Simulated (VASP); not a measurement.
Input of a VASP 6.6.1 run:

The input INCAR:

```
SYSTEM = Ta3AsAu2O13
  PREC = Accurate
  ENCUT = 520
  EDIFF = 1E-6
  ISMEAR = -1
  SIGMA = 0.05
  LREAL = Auto
  LASPH = .True.
  NELM = 60
  ALGO = Normal
  ISIF = 2
  LWAVE = .False.
  LCHARG = .True.
  GGA = PS
  IVDW = 12
  LELF = .True.
  LVHAR = .True.
  NBANDS = 84
```

Contents of KPOINTS:

```
regular mesh
0
Gamma
  3 3 3
  0 0 0
```

Contents of POSCAR:

```
Ta3AsAu2O13
1.0
    5.1635392465      2.9811691669      3.9944884309
   -5.1635392465      2.9811691669      3.9944884309
    0.0000000000     -5.9623431549      3.9944848328
Ta As Au O
3 1 2 13
Direct
    0.2290894457      0.5715526501      0.2290894457
    0.2290894457      0.2290894457      0.5715526501
    0.5715526501      0.2290894457      0.2290894457
    0.5635428171      0.5635428171      0.5635428171
    0.9730410567      0.9730410567      0.9730410567
    0.7578914896      0.7578914896      0.7578914896
    0.4107939856      0.6694014221      0.4107939856
    0.4107939856      0.4107939856      0.6694014221
    0.6694014221      0.4107939856      0.4107939856
    0.4956237650      0.0086666571      0.3584153284
    0.3584153284      0.4956237650      0.0086666571
    0.0086666571      0.3584153284      0.4956237650
    0.3584153284      0.0086666571      0.4956237650
    0.0086666571      0.4956237650      0.3584153284
    0.4956237650      0.3584153284      0.0086666571
    0.1081648625      0.7513045037      0.1081648625
    0.1081648625      0.1081648625      0.7513045037
    0.7513045037      0.1081648625      0.1081648625
    0.3039079721      0.3039079721      0.3039079721
```

Potentials or basis: VASP PAW PBE potentials, release 64 (Ta_pv, As, Au, O).

The run is started by

```console
$ cat potpaw_PBE.64/Ta_pv/POTCAR potpaw_PBE.64/As/POTCAR potpaw_PBE.64/Au/POTCAR potpaw_PBE.64/O/POTCAR > POTCAR
$ mpirun -np 1 vasp_std > vasp.out
```

(1) What does it give for the largest force?

(2) Estimate the band gap on the k mesh.

(3) What does it give for the pressure?

Answers

(1) 0.422 eV/Å.

(2) 1.33 eV, indirect (least direct gap 1.37 eV).

(3) 0.7 GPa.

Caveat: the PAW data sets were made with another functional, which shifts forces and pressure a little; spin-orbit coupling is left out, which moves the levels of the heavy elements.
